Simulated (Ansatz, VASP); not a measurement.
# One calculation of NiMoIrPdW, two programs

```
Ni Mo Pd Ir W
1.0
     2.76078    0.00000    0.00000
    -1.38039    2.39090    0.00000
     0.00000    0.00000   11.34051
Ni Mo Pd Ir W
1 1 1 1 1
Cartesian
  0.0000 0.0000 8.0423
  1.3804 0.7970 3.3369
  1.3804 0.7970 10.1952
  0.0000 0.0000 1.2025
  1.3804 0.7970 6.0015
```

Alike in both runs: functional PBEsol; k mesh 8 × 8 × 2; occupations fermi-dirac, width 0.05 eV; collinear spin.

|  | VASP | Ansatz |
| --- | --- | --- |
| version | VASP 6.6.1 | Ansatz 0.2.0 |
| potentials or method | VASP PAW PBE potentials, release 64 (Ni, Mo_sv, Pd, Ir, W_sv), cutoff 520 eV | all-electron LAPW, scalar-relativistic |
| task | single point | band structure |

VASP gave:

* gap on the k mesh at the Fermi level (eV): none
* pressure (GPa): -8.4
* rms of the force components (eV/Å): 0.076
* net moment per atom (μB): 0.00

Q: Estimate Ansatz's values.

A: gap on the k mesh at the Fermi level (eV): none; pressure (GPa): -8.8; rms of the force components (eV/Å): 0.070; net moment per atom (μB): 0.00.

VASP's potentials were made for PBE, not for PBEsol. Atom by atom the forces differ by 0.011 eV/Å (rms over components). A gap of «none» marks a metal or a gap that the smearing closes. Ansatz ran all-electron here, and VASP with PAW potentials.

Neither program's run includes spin-orbit coupling. Noted on Ansatz's run: the k mesh is thin for a metal, which can move the energy by tens of meV per atom.
